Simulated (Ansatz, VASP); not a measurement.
# YInCu4: VASP beside Ansatz

File INCAR:

```
SYSTEM = YInCu4
PREC = Accurate
ENCUT = 520
EDIFF = 1E-7
ISMEAR = -1
SIGMA = 0.05
LREAL = .False.
LASPH = .True.
NELM = 100
ALGO = Normal
ISIF = 2
LWAVE = .False.
LCHARG = .False.
NBANDS = 43
```

The input KPOINTS:

```
Automatic mesh
0
Gamma
  8 8 8
  0 0 0
```

The input POSCAR:

```
YInCu4
1.0
    0.0000000000      3.5201705576      3.5201705576
    3.5201705576      0.0000000000      3.5201705576
    3.5201705576      3.5201705576      0.0000000000
Y In Cu
1 1 4
Direct
    0.0000000000      0.0000000000      0.0000000000
    0.2500000000      0.2500000000      0.2500000000
    0.6245529542      0.1263411375      0.6245529542
    0.6245529542      0.6245529542      0.1263411375
    0.6245529542      0.6245529542      0.6245529542
    0.1263411375      0.6245529542      0.6245529542
```

Input for Ansatz:

```yaml
crystal:
  lattice:
    - [0.0, 3.5201705576, 3.5201705576]
    - [3.5201705576, 0.0, 3.5201705576]
    - [3.5201705576, 3.5201705576, 0.0]
  atoms:
    - { symbol: "Y", position: [0.0, 0.0, 0.0] }
    - { symbol: In, position: [0.25, 0.25, 0.25] }
    - { symbol: Cu, position: [0.6245529542, 0.1263411375, 0.6245529542] }
    - { symbol: Cu, position: [0.6245529542, 0.6245529542, 0.1263411375] }
    - { symbol: Cu, position: [0.6245529542, 0.6245529542, 0.6245529542] }
    - { symbol: Cu, position: [0.1263411375, 0.6245529542, 0.6245529542] }
kpoints:
  mp_grid: { grid: [8, 8, 8] }
scf:
  occupations: { method: fermi_dirac, width: 0.05 }
hamiltonian:
  xc: lda
  pseudopotentials: { kind: all_electron, lapw: { basis_error: 0.0005 } }
output:
  forces: true
  stress: true
  eigenvalues: true
```

Alike in both runs: task single point; functional LDA; k mesh 8 × 8 × 8; occupations fermi-dirac, width 0.05 eV; no spin polarisation.

|  | VASP | Ansatz |
| --- | --- | --- |
| version | VASP 6.6.1 | Ansatz 0.2.0 |
| potentials or method | VASP PAW LDA potentials, release 64 (Y_sv, In_d, Cu), cutoff 520 eV | all-electron LAPW, scalar-relativistic |

```tsv
	VASP	Ansatz	Ansatz less VASP
pressure (GPa)	0.5	0.0	-0.48
```

LDA's correlation is that of Perdew and Zunger in VASP and of Perdew and Wang (1992) in Ansatz. Ansatz ran all-electron here, and VASP with PAW potentials.
